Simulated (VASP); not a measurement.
## EuS: single point with PBE

EuS:

```xyz
2
Lattice="0.0000 2.9250 2.9250 2.9250 0.0000 2.9250 2.9250 2.9250 0.0000" Properties=species:S:1:pos:R:3 pbc="T T T"
Eu    0.0000    0.0000    0.0000
S     2.9250    2.9250    2.9250
```

| Property | Result |
| --- | --- |
| Program | VASP 6.6.1 |
| Task | single point |
| Functional | PBE |
| Potentials or basis | VASP PAW PBE potentials, release 64 (Eu, S) |
| Cutoff | 600 eV |
| k mesh | 16 × 16 × 16 |
| Occupations | gaussian, width 0.1 eV |
| Spin | collinear spin, ferromagnetic start |
| Starting moments | [7.41, 0.0] μB |

```yaml
Pressure: -0.2 GPa
Band_gap_on_the_k_mesh: zero (filled and empty bands overlap)
Net_moment: 6.96 μB per cell
Site_moments: Eu +6.57; S -0.07 μB
Valence_electrons_inside_the_program's_atomic_spheres: Eu 14.76; S 3.76
```

Levels at points of the mesh, in eV from the Fermi level:
Spin up:
| k point | band 12 | band 13 | band 14 | band 15 | band 16 | band 17 | band 18 | band 19 |
| --- | --- | --- | --- | --- | --- | --- | --- | --- |
| (0.00, 0.00, 0.00) | -0.25 | 0.11 | 0.11 | 0.11 | 1.03 | 1.03 | 1.03 | 1.11 |
| (0.50, 0.00, 0.00) | -0.30 | -0.30 | -0.26 | -0.25 | 3.10 | 3.39 | 3.80 | 3.80 |
| (0.50, 0.50, 0.00) | -0.32 | -0.32 | -0.27 | -0.06 | -0.06 | 3.17 | 3.53 | 4.80 |
Spin down:
| k point | band 5 | band 6 | band 7 | band 8 | band 9 | band 10 | band 11 | band 12 |
| --- | --- | --- | --- | --- | --- | --- | --- | --- |
| (0.00, 0.00, 0.00) | -13.60 | -2.62 | -2.62 | -2.62 | 1.76 | 1.81 | 1.81 | 1.81 |
| (0.50, 0.00, 0.00) | -12.47 | -5.29 | -3.86 | -3.86 | 2.91 | 4.06 | 4.06 | 4.22 |
| (0.50, 0.50, 0.00) | -13.23 | -3.74 | -2.96 | -2.96 | -0.28 | 4.03 | 4.24 | 4.26 |

Wall time 9.1 min on 1 thread of Intel(R) Xeon(R) Platinum 8259CL CPU @ 2.50GHz (Skylake/Cascade Lake), on a shared host, peak memory 0.49 GiB.

Caveat: spin-orbit coupling is left out, which moves the levels of the heavy elements; a cell with one magnetic atom can't hold antiferromagnetic order, which such compounds often take; without U or exact exchange the open f shell lies at the Fermi level, which spoils levels, moments and volumes. With open d or f shells a metallic result of PBE can be an artefact of self-interaction; +U or a hybrid may open a gap.
